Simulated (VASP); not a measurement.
Write the native input for VASP 6.6.1 that does the following.

```yaml
Task: single point
Functional: r2SCAN
Potentials_or_basis: VASP PAW PBE potentials, release 64 (N, B, As_d)
Cutoff: 770 eV
k_mesh: 6 × 6 × 6
Occupations: gaussian, width 0.01 eV
Spin: no spin polarisation
Dipole_correction: no
Further_INCAR_settings: ALGO = Normal; EDIFF = 1e-06; NBANDS = 31
```

B4AsN3:

```
N B As
1.0
     3.95353    0.00000    0.00000
     0.00000    3.95353    0.00000
     0.00000    0.00000    3.95353
N B As
3 4 1
Cartesian
  1.9768 0.0000 0.0000
  0.0000 1.9768 0.0000
  0.0000 0.0000 1.9768
  0.8973 3.0562 3.0562
  3.0562 0.8973 3.0562
  3.0562 3.0562 0.8973
  0.8973 0.8973 0.8973
  1.9768 1.9768 1.9768
```

These files were run (other wordings do the same):

POSCAR

```
B4AsN3
1.0
    3.9535267229      0.0000000000      0.0000000000
    0.0000000000      3.9535267229      0.0000000000
    0.0000000000      0.0000000000      3.9535267229
N B As
3 4 1
Direct
    0.5000000000      0.0000000000      0.0000000000
    0.0000000000      0.5000000000      0.0000000000
    0.0000000000      0.0000000000      0.5000000000
    0.2269582761      0.7730417239      0.7730417239
    0.7730417239      0.2269582761      0.7730417239
    0.7730417239      0.7730417239      0.2269582761
    0.2269582761      0.2269582761      0.2269582761
    0.5000000000      0.5000000000      0.5000000000
```

INCAR.step1

```
SYSTEM = B4AsN3
  PREC = Accurate
  ENCUT = 770
  ISMEAR = 0
  SIGMA = 0.01
  LREAL = .FALSE.
  LASPH = .TRUE.
  NELM = 120
  NBANDS = 31
  GGA = PE
  ALGO = Normal
  EDIFF = 1E-5
  LWAVE = .TRUE.
  LCHARG = .FALSE.
  GGA_COMPAT = .FALSE.
```

INCAR.step2

```
SYSTEM = B4AsN3
  PREC = Accurate
  ENCUT = 770
  EDIFF = 1E-6
  ISMEAR = 0
  SIGMA = 0.01
  LREAL = .FALSE.
  LASPH = .TRUE.
  NELM = 120
  ALGO = Normal
  ISIF = 2
  LWAVE = .FALSE.
  LCHARG = .FALSE.
  METAGGA = R2SCAN
  LMIXTAU = .TRUE.
  NBANDS = 31
  ISTART = 1
  GGA_COMPAT = .FALSE.
```

KPOINTS

```
regular mesh
0
G
  6 6 6
  0 0 0
```

Potentials or basis: VASP PAW PBE potentials, release 64 (N, B, As_d).

The run is started by

```bash
$ cat potpaw_PBE.64/N/POTCAR potpaw_PBE.64/B/POTCAR potpaw_PBE.64/As_d/POTCAR > POTCAR
$ cp INCAR.step1 INCAR
$ mpirun -np 1 vasp_std > vasp.out
$ cp INCAR.step2 INCAR
$ mpirun -np 1 vasp_std > vasp.out
```

It gave:

```json
{"Pressure": "0.6 GPa", "Largest force": "0.005 eV/Å", "Band gap on the k mesh": "1.03 eV"}
```

Caveat: the PAW data sets were made with another functional, which shifts forces and pressure a little.

Run time: 4.6 min on 1 thread of AMD EPYC 7R43 64-Core Processor (Zen 3), on a shared host, peak memory 0.22 GiB.
